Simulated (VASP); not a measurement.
Set up this calculation in VASP 6.6.1, as the native input.

- Task: single point
- Functional: PBE
- Potentials or basis: VASP PAW PBE potentials, release 64 (Sc_sv, Sn_d, S)
- Cutoff: 500 eV
- k mesh: 18 × 18 × 6
- Occupations: fermi-dirac, width 0.15 eV
- Spin: no spin polarisation
- Dipole correction: no
- Further INCAR settings: ALGO = Normal; EDIFF = 1e-06; NBANDS = 29

The structure of Sc2SnS lies in POSCAR:

```
Sc2SnS
1.0
    3.5419323740      0.0000000000      0.0000000000
   -1.7709661870      3.0674034144      0.0000000000
    0.0000000000      0.0000000000      7.7506084796
Sc Sn S
2 1 1
Direct
    0.6666666667      0.3333333333      0.2909653445
    0.6666666667      0.3333333333      0.7090346555
    0.0000000000      0.0000000000      0.0000000000
    0.3333333333      0.6666666667      0.5000000000
```

One way to write it, as run:

INCAR

```
SYSTEM = Sc2SnS
PREC = Accurate ; ENCUT = 500
EDIFF = 1E-6 ; ISMEAR = -1
SIGMA = 0.15 ; LREAL = .FALSE.
LASPH = .TRUE. ; NELM = 120
ALGO = Normal ; ISIF = 2
LWAVE = .FALSE. ; LCHARG = .FALSE.
GGA = PE ; NBANDS = 29
GGA_COMPAT = .FALSE.
```

KPOINTS

```
Automatic mesh
0
G
  18 18 6
  0 0 0
```

Potentials or basis: VASP PAW PBE potentials, release 64 (Sc_sv, Sn_d, S).

Command:

```console
$ cat potpaw_PBE.64/Sc_sv/POTCAR potpaw_PBE.64/Sn_d/POTCAR potpaw_PBE.64/S/POTCAR > POTCAR
$ mpirun -np 1 vasp_std > vasp.out
```

Results of the run:

```
Pressure               : 0.1 GPa
Largest force          : 0.023 eV/Å
Band gap on the k mesh : zero (bands 21 and 22 overlap by 1.08 eV)
```

Caveat: spin-orbit coupling is left out, which moves the levels of the heavy elements.

It took 5.9 min on 1 thread of Intel(R) Xeon(R) Platinum 8259CL CPU @ 2.50GHz (Skylake/Cascade Lake) (shared host), peak memory 0.44 GiB.
